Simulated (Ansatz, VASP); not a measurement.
# Cd: VASP beside Ansatz

```
Cd
1.0
     2.97887    0.00000    0.00000
    -1.48944    2.57978    0.00000
     0.00000    0.00000    5.61765
Cd
2
Cartesian
  0.0000 1.7199 1.4044
  1.4894 0.8599 4.2132
```

Alike in both runs: task single point; functional PBE; k mesh 14 × 14 × 7; occupations fermi-dirac, width 0.05 eV; non-collinear spin, spin-orbit coupling.

|  | VASP | Ansatz |
| --- | --- | --- |
| version | VASP 6.6.1 | Ansatz 0.2.0 |
| potentials or method | VASP PAW PBE potentials, release 64 (Cd), cutoff 520 eV | all-electron LAPW |

Ansatz gave:

| Item | Value |
| --- | --- |
| pressure (GPa) | 2.8 |
| traceless stress, the component that is largest in VASP (GPa) | -0.86 |
| net moment per atom (μB) | 0.00 |

**Question.** What did VASP give for the same quantities?

**Answer.** Pressure (GPa): 3.2; traceless stress, the component that is largest in VASP (GPa): -1.03; net moment per atom (μB): 0.00.

Ansatz ran all-electron here, and VASP with PAW potentials.
